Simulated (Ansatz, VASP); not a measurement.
**One calculation of GaSb, two programs**

INCAR

```
SYSTEM = GaSb
PREC = Accurate
ENCUT = 520
EDIFF = 1E-6
ISMEAR = 0
SIGMA = 0.15
LREAL = .False.
LASPH = .True.
NELM = 80
ALGO = Normal
ISIF = 2
LWAVE = .False.
LCHARG = .False.
GGA = PS
NBANDS = 16
```

The input KPOINTS:

```
regular mesh
0
Gamma
  16 16 16
  0 0 0
```

The input POSCAR:

```
GaSb
1.0
    0.0000000000      3.2292859403      2.7448930492
    3.2292859403      0.0000000000      2.7448930492
    3.2292859403      3.2292859403      0.0000000000
Ga Sb
1 1
Direct
    0.0000000000      0.0000000000      0.0000000000
    0.7500000000      0.7500000000      0.7500000000
```

Input for Ansatz:

```yaml
crystal:
  lattice:
    - [0.0, 3.2292859403, 2.7448930492]
    - [3.2292859403, 0.0, 2.7448930492]
    - [3.2292859403, 3.2292859403, 0.0]
  atoms:
    - { symbol: Ga, position: [0.0, 0.0, 0.0] }
    - { symbol: Sb, position: [0.75, 0.75, 0.75] }
basis:
  ecutwfc: 420
kpoints:
  mp_grid: { grid: [16, 16, 16] }
hamiltonian:
  xc: pbesol
scf:
  occupations: { method: gaussian, width: 0.15 }
output:
  forces: true
  stress: true
  eigenvalues: true
```

Alike in both runs: task single point; functional PBEsol; k mesh 16 × 16 × 16; occupations gaussian, width 0.15 eV; no spin polarisation.

```csv
,VASP,Ansatz
version,VASP 6.6.1,Ansatz 0.2.0
potentials or method,"VASP PAW PBE potentials, release 64 (Ga_d, Sb), cutoff 520 eV","scalar-relativistic, plane waves, PAW"
valence electrons in the cell,18,28
```

VASP gave:

- gap on the k mesh at the Fermi level (eV): none
- pressure (GPa): -0.4
- traceless stress, the component that is largest in VASP (GPa): 3.14

**Question.** What did Ansatz give for the same quantities?

**Answer.** gap on the k mesh at the Fermi level (eV): none; pressure (GPa): -0.5; traceless stress, the component that is largest in VASP (GPa): 3.15.

VASP's potentials were made for PBE, not for PBEsol. A gap of «none» marks a metal or a gap that the smearing closes. With one functional, cell and mesh, what is left measures potentials, basis and numerics. VASP's potentials hold 18 valence electrons a cell and Ansatz's 28, so a difference there can come from the potentials and not from the codes.

Spin-orbit coupling is off throughout.
